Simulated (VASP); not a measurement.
# VO2 (P4_2/mnm) in VASP: single point with PBEsol

Aim: the single point of VO2 with PBEsol.

Everything below comes from runs of VASP 6.6.1. Logs are shortened: lines on timing, memory, paths and dates and some standing lists are left out, and cuts for length are marked.

## (1) The cell of the first run

The structure is tetragonal, space group P4_2/mnm (No. 136). Conventional cell: a = 4.555 Å, b = 4.555 Å, c = 2.853 Å, α = 90.00°, β = 90.00°, γ = 90.00°. V (site symmetry mmm) has 6 O at 1.92 to 1.93 Å within 2.5 Å. O (site symmetry m2m) has 3 V at 1.92 to 1.93 Å and 1 O at 2.58 Å within 2.6 Å.

## (2) Single point, PBEsol, collinear spin

INCAR

```
SYSTEM = VO2
PREC = Accurate
ENCUT = 600
EDIFF = 1E-6
ISMEAR = 0
SIGMA = 0.05
LREAL = .FALSE.
LASPH = .TRUE.
NELM = 200
ALGO = Normal
ISIF = 2
LWAVE = .FALSE.
LCHARG = .FALSE.
ISPIN = 2
MAGMOM = -0.9 -0.9 0.05 0.05 0.05 0.05
LORBIT = 11
LMAXMIX = 4
GGA = PS
NBANDS = 38
GGA_COMPAT = .FALSE.
```

KPOINTS

```
Automatic mesh
0
G
  4 4 7
  0 0 0
```

POSCAR

```
VO2
1.0
    4.5546007500      0.0000000000      0.0000000000
    0.0000000000      4.5546007500      0.0000000000
    0.0000000000      0.0000000000      2.8528004700
V O
2 4
Direct
    0.0000000000      0.0000000000      0.0000000000
    0.5000000000      0.5000000000      0.5000000000
    0.3001000000      0.3001000000      0.0000000000
    0.1999000000      0.8001000000      0.5000000000
    0.6999000000      0.6999000000      0.0000000000
    0.8001000000      0.1999000000      0.5000000000
```

Potentials or basis: VASP PAW PBE potentials, release 64 (V_sv, O).

On the command line:

```bash
cat potpaw_PBE.64/V_sv/POTCAR potpaw_PBE.64/O/POTCAR > POTCAR
mpirun -np 1 vasp_std > vasp.out
```

OUTCAR:

```text
SYSTEM = VO2
   PREC = Accurate
   ENCUT = 600
   EDIFF = 1E-6
   ISMEAR = 0
   LREAL = .FALSE.
   LASPH = .TRUE.
   NELM = 200
   ISIF = 2
   ISPIN = 2
   LORBIT = 11
   GGA = PS

 ion  position               nearest neighbor table
   1  0.000  0.000  0.000-   4 1.92   6 1.92   4 1.92   6 1.92   5 1.93   3 1.93
   2  0.500  0.500  0.500-   3 1.92   5 1.92   3 1.92   5 1.92   4 1.93   6 1.93
   3  0.300  0.300  0.000-   2 1.92   2 1.92   1 1.93
   4  0.200  0.800  0.500-   1 1.92   1 1.92   2 1.93
   5  0.700  0.700  0.000-   2 1.92   2 1.92   1 1.93
   6  0.800  0.200  0.500-   1 1.92   1 1.92   2 1.93

  LATTYP: Found a simple tetragonal cell.
 ALAT       =     4.5546007500
 C/A-ratio  =     0.6263557722

  Lattice vectors:

 A1 = (   4.5546007500,   0.0000000000,   0.0000000000)
 A2 = (   0.0000000000,   4.5546007500,   0.0000000000)
 A3 = (   0.0000000000,   0.0000000000,   2.8528004700)

Analysis of symmetry for initial positions (statically):
=====================================================================
 Subroutine PRICEL returns:
 Original cell was already a primitive cell.

 Routine SETGRP: Setting up the symmetry group for a
 simple tetragonal supercell.

 Subroutine GETGRP returns: Found 16 space group operations
 (whereof  8 operations were pure point group operations)
 out of a pool of 16 trial point group operations.

The static configuration has the point symmetry D_2h.
 The point group associated with its full space group is D_4h.

Analysis of symmetry for dynamics (positions and initial velocities):
=====================================================================
 Subroutine PRICEL returns:
 Original cell was already a primitive cell.

 Routine SETGRP: Setting up the symmetry group for a
 simple tetragonal supercell.

 Subroutine GETGRP returns: Found 16 space group operations
 (whereof  8 operations were pure point group operations)
 out of a pool of 16 trial point group operations.

The dynamic configuration has the point symmetry D_2h.
 The point group associated with its full space group is D_4h.

Analysis of structural, dynamic, and magnetic symmetry:
=====================================================================
 Subroutine PRICEL returns:
 Original cell was already a primitive cell.

 Routine SETGRP: Setting up the symmetry group for a
 simple tetragonal supercell.

 Subroutine GETGRP returns: Found 16 space group operations
 (whereof  8 operations were pure point group operations)
 out of a pool of 16 trial point group operations.

The overall configuration has the point symmetry D_2h.
 The point group associated with its full space group is D_4h.

 Subroutine INISYM returns: Found 16 space group operations
 (whereof  8 operations are pure point group operations),
 and found     1 'primitive' translations

----------------------------------------------------------------------------------------

                                     Primitive cell

  volume of cell :      59.1796

  direct lattice vectors                    reciprocal lattice vectors
     4.554600750  0.000000000  0.000000000     0.219558213  0.000000000  0.000000000
     0.000000000  4.554600750  0.000000000     0.000000000  0.219558213  0.000000000
     0.000000000  0.000000000  2.852800470     0.000000000  0.000000000  0.350532752

  length of vectors
     4.554600750  4.554600750  2.852800470     0.219558213  0.219558213  0.350532752

  position of ions in fractional coordinates (direct lattice)
     0.000000000  0.000000000  0.000000000
     0.500000000  0.500000000  0.500000000
     0.300100000  0.300100000  0.000000000
     0.199900000  0.800100000  0.500000000
     0.699900000  0.699900000  0.000000000
     0.800100000  0.199900000  0.500000000

  ion indices of the primitive-cell ions
   primitive index   ion index
                 1           1
                 2           2
                 3           3
                 4           4
                 5           5
                 6           6

----------------------------------------------------------------------------------------

 KPOINTS: Automatic mesh

Automatic generation of k-mesh.
 Grid dimensions read from file:
 generate k-points for:    4    4    7

 Generating k-lattice:

  Cartesian coordinates                     Fractional coordinates (reciprocal lattice)
     0.054889553  0.000000000  0.000000000     0.250000000  0.000000000  0.000000000
     0.000000000  0.054889553  0.000000000     0.000000000  0.250000000  0.000000000
     0.000000000  0.000000000  0.050076107     0.000000000  0.000000000  0.142857143

  Length of vectors
     0.054889553  0.054889553  0.050076107

  Shift w.r.t. Gamma in fractional coordinates (k-lattice)
     0.000000000  0.000000000  0.000000000

 Subroutine IBZKPT returns following result:
 ===========================================

 Found     24 irreducible k-points:

 Following reciprocal coordinates:
            Coordinates               Weight
  0.000000  0.000000  0.000000      1.000000
  0.250000  0.000000  0.000000      4.000000
  0.500000  0.000000  0.000000      2.000000
  0.250000  0.250000  0.000000      4.000000
  0.500000  0.250000  0.000000      4.000000
  0.500000  0.500000  0.000000      1.000000
[... 16 lines left out ...]
  0.500000  0.250000  0.428571      8.000000
  0.500000  0.500000  0.428571      2.000000
   k-points           NKPTS =     24   k-points in BZ     NKDIM =     24   number of bands    NBANDS=     38
   number of dos      NEDOS =    301   number of ions     NIONS =      6
   total plane-waves  NPLWV =  31104
   dimension x,y,z NGX =    36 NGY =   36 NGZ =   24
   dimension x,y,z NGXF=    72 NGYF=   72 NGZF=   48
   ions per type =               2   4
   NGX,Y,Z   is equivalent  to a cutoff of  13.14, 13.14, 13.99 a.u.
   NGXF,Y,Z  is equivalent  to a cutoff of  26.28, 26.28, 27.97 a.u.
 SYSTEM =  VO2
   PREC   = accura    normal or accurate (medium, high low for compatibility)
   ISTART =      0    job   : 0-new  1-cont  2-samecut
   ICHARG =      2    charge: 1-file 2-atom 10-const
   ISPIN  =      2    spin polarized calculation?
   LNONCOLLINEAR =      F non collinear calculations
   LSORBIT =      F    spin-orbit coupling
   LASPH  =      T    aspherical Exc in radial PAW
   ENCUT  =  600.0 eV  44.10 Ry    6.64 a.u.   9.10  9.10  5.70*2*pi/ulx,y,z
   NELM   =    200;   NELMIN=  2; NELMDL= -5     # of ELM steps
   EDIFF  = 0.1E-05   stopping-criterion for ELM
   LREAL  =      F    real-space projection
   EDIFFG = 0.1E-04   stopping-criterion for IOM
   NSW    =      0    number of steps for IOM
   IBRION =     -1    ionic relax: 0-MD 1-quasi-New 2-CG
   NFREE  =      0    steps in history (QN), initial steepest desc. (CG)
   ISIF   =      2    stress and relaxation
   ISYM   =      2    0-nonsym 1-usesym 2-fastsym
   POTIM  = 0.5000    time-step for ionic-motion
   TEBEG  =    0.0;   TEEND  =   0.0 temperature during run
   PSTRESS=    0.0 pullay stress
   NELECT =      50.0000    total number of electrons
   NUPDOWN=      -1.0000    fix difference up-down
   EMIN   =  10.00;   EMAX   =-10.00  energy-range for DOS
   EFERMI =   0.00;   METHOD = LEGACY
   ISMEAR =     0;   SIGMA  =   0.05  broadening in eV -4-tet -1-fermi 0-gaus
   EFERMI_NEDOS =   21; number of points for ismear=-14 and -15
   IALGO  =     38    algorithm
   IMIX   =      4    mixing-type and parameters
     AMIX     =   0.40;   BMIX     =  1.00
     AMIX_MAG =   1.60;   BMIX_MAG =  1.00
  volume/ion in A,a.u.               =       9.86        66.56
  Fermi-wavevector in a.u.,A,eV,Ry     =   1.547655  2.924644 32.589165  2.395236
  Thomas-Fermi vector in A             =   2.652717
   LORBIT       =     11    0 simple, 1 ext, 2 COOP (PROOUT), +10 PAW based schemes
   GGA     = PS    functional components
   LHFCALC =     F    Hartree Fock is set to
   AEXX    =    0.0000 exact exchange contribution
   IVDW    =     0    specifies the selected vdW correction
   LEPSILON=     F    determine dielectric tensor
   LRPA    =     F    only Hartree local field effects (RPA)
 spin polarized calculation
 Gauss-broadening in eV      SIGMA  =   0.05
  energy-cutoff  :      600.00
  volume of cell :       59.18
 maximum number of plane-waves:      1988
   NGX = 19   NGY = 19   NGZ = 11

 number of electron      49.9999986 magnetization      -1.9964739

 Free energy of the ion-electron system (eV)
  ---------------------------------------------------
  ext. energy  EPLUGINS =         0.00000000
  ---------------------------------------------------
  free energy    TOTEN  =       -54.61533861 eV

  energy without entropy =      -54.61137621  energy(sigma->0) =      -54.61335741

 E-fermi :   6.2078     XC(G=0): -12.0499

 val. band max:        6.2009917535   @ k =   0.2500   0.2500   0.2857
 cond. band min:       6.2100506875   @ k =   0.2500   0.0000   0.1429
 fundamental gap:      0.0090589340
 Fermi energy:         6.2077840841

 spin component 1

 k-point     1 :       0.0000    0.0000    0.0000
  band No.  band energies     occupation
      1     -58.5816      1.00000
      2     -58.5714      1.00000
      3     -32.5495      1.00000
      4     -32.5495      1.00000
      5     -32.4856      1.00000
      6     -32.4641      1.00000
[... 29 lines left out ...]
     36      16.6603      0.00000
     37      16.6603      0.00000

 k-point     2 :       0.2500    0.0000    0.0000
  band No.  band energies     occupation
      1     -58.5801      1.00000
      2     -58.5729      1.00000
      3     -32.5367      1.00000
      4     -32.5358      1.00000
      5     -32.4824      1.00000
      6     -32.4673      1.00000
[... 29 lines left out ...]
     36      16.4392      0.00000
     37      17.1118      0.00000
[... 838 lines left out ...]
     36      17.0423      0.00000
     37      18.9018      0.00000

 k-point    24 :       0.5000    0.5000    0.4286
  band No.  band energies     occupation
      1     -58.5439      1.00000
      2     -58.5439      1.00000
      3     -32.8163      1.00000
      4     -32.8163      1.00000
      5     -32.4868      1.00000
      6     -32.4868      1.00000
[... 29 lines left out ...]
     36      16.7275      0.00000
     37      18.7384      0.00000
 Fermi energy:         6.2077840841

 spin component 2

 k-point     1 :       0.0000    0.0000    0.0000
  band No.  band energies     occupation
      1     -59.6555      1.00000
      2     -59.6460      1.00000
      3     -33.6052      1.00000
      4     -33.6052      1.00000
      5     -33.5279      1.00000
      6     -33.5173      1.00000
[... 29 lines left out ...]
     36      16.3886      0.00000
     37      16.3886      0.00000

 k-point     2 :       0.2500    0.0000    0.0000
  band No.  band energies     occupation
      1     -59.6541      1.00000
      2     -59.6473      1.00000
      3     -33.5932      1.00000
      4     -33.5924      1.00000
      5     -33.5309      1.00000
      6     -33.5301      1.00000
[... 29 lines left out ...]
     36      16.2305      0.00000
     37      16.8303      0.00000
[... 838 lines left out ...]
     36      16.9154      0.00000
     37      18.7021      0.00000

 k-point    24 :       0.5000    0.5000    0.4286
  band No.  band energies     occupation
      1     -59.6194      1.00000
      2     -59.6194      1.00000
      3     -33.8396      1.00000
      4     -33.8396      1.00000
      5     -33.5402      1.00000
      6     -33.5402      1.00000
[... 29 lines left out ...]
     36      16.6180      0.00000
     37      18.4182      0.00000
 [bands above 37 left out]

------------------------ aborting loop because EDIFF is reached ----------------------------------------

  FORCE on cell =-STRESS in cart. coord.  units (eV):
  Direction    XX          YY          ZZ          XY          YZ          ZX
  --------------------------------------------------------------------------------------
  -------------------------------------------------------------------------------------
  Total       -1.7757455     -1.7757455     -3.1057781      0.0000000      0.0000000      0.0000000
  in kB      -48.0749982    -48.0749982    -84.0831515      0.0000000      0.0000000      0.0000000
  external PRESSURE =     -60.0777160 kB  Pullay stress =       0.0000000 kB

 VOLUME and BASIS-vectors are now :
 -----------------------------------------------------------------------------
  energy-cutoff  :      600.00
  volume of cell :       59.18
      direct lattice vectors                 reciprocal lattice vectors
     4.554600750  0.000000000  0.000000000     0.219558213  0.000000000  0.000000000
     0.000000000  4.554600750  0.000000000     0.000000000  0.219558213  0.000000000
     0.000000000  0.000000000  2.852800470     0.000000000  0.000000000  0.350532752

 POSITION                                       TOTAL-FORCE (eV/Angst)
 -----------------------------------------------------------------------------------
      0.00000      0.00000      0.00000         0.000000      0.000000      0.000000
      2.27730      2.27730      1.42640         0.000000      0.000000      0.000000
      1.36684      1.36684      0.00000        -0.024268     -0.024268      0.000000
      0.91046      3.64414      1.42640         0.024268     -0.024268      0.000000
      3.18777      3.18777      0.00000         0.024268      0.024268     -0.000000
      3.64414      0.91046      1.42640        -0.024268      0.024268     -0.000000
 -----------------------------------------------------------------------------------
    total drift:                                0.000000      0.000000      0.000000

  FREE ENERGIE OF THE ION-ELECTRON SYSTEM (eV)
  ---------------------------------------------------
  free  energy   TOTEN  =       -54.6153386117 eV

  energy  without entropy=      -54.6113762055  energy(sigma->0) =      -54.61335741

 total charge

# of ion       s       p       d       tot
------------------------------------------
    1        2.287   6.344   2.920  11.551
    2        2.287   6.344   2.920  11.551
    3        1.563   3.459   0.000   5.022
    4        1.563   3.459   0.000   5.022
    5        1.563   3.459   0.000   5.022
    6        1.563   3.459   0.000   5.022
--------------------------------------------------
tot         10.828  26.524   5.839  43.191

 magnetization (x)

# of ion       s       p       d       tot
------------------------------------------
    1       -0.013  -0.012  -1.012  -1.038
    2       -0.013  -0.012  -1.012  -1.038
    3        0.002   0.048   0.000   0.050
    4        0.002   0.048   0.000   0.050
    5        0.002   0.048   0.000   0.050
    6        0.002   0.048   0.000   0.050
--------------------------------------------------
tot         -0.018   0.166  -2.024  -1.877
```

Run time: 2.1 min. Hardware: 1 thread of Intel Xeon Platinum 8259CL at 2.50GHz (Skylake/Cascade Lake), shared host; peak memory 0.25 GiB.

What came out:

```
Free energy                                           : -54.6153 eV
Pressure                                              : -6.0 GPa
Largest force                                         : 0.034 eV/Å
Band gap on the k mesh                                : zero (filled and empty bands overlap)
Net moment                                            : -2.00 μB per cell
Site moments                                          : V -1.04; O +0.05 μB
Valence electrons inside the program's atomic spheres : V 11.55; O 5.02
```

Forces on the atoms (eV/Å):
```
V    0.000  0.000  0.000
V    0.000  0.000  0.000
O   -0.024 -0.024  0.000
O    0.024 -0.024  0.000
O    0.024  0.024  0.000
O   -0.024  0.024  0.000
```

Stress tensor (GPa, compression positive):
```
-4.81  0.00  0.00
 0.00 -4.81  0.00
 0.00  0.00 -8.41
```

Caveat: the cell stands under tension; the PAW data sets were made with another functional, which shifts forces and pressure a little; semilocal functionals often make such compounds metallic where correlation or magnetic order opens a gap, which also shifts bond lengths. With open d or f shells a metallic result of PBEsol can be an artefact of self-interaction; +U or a hybrid may open a gap.
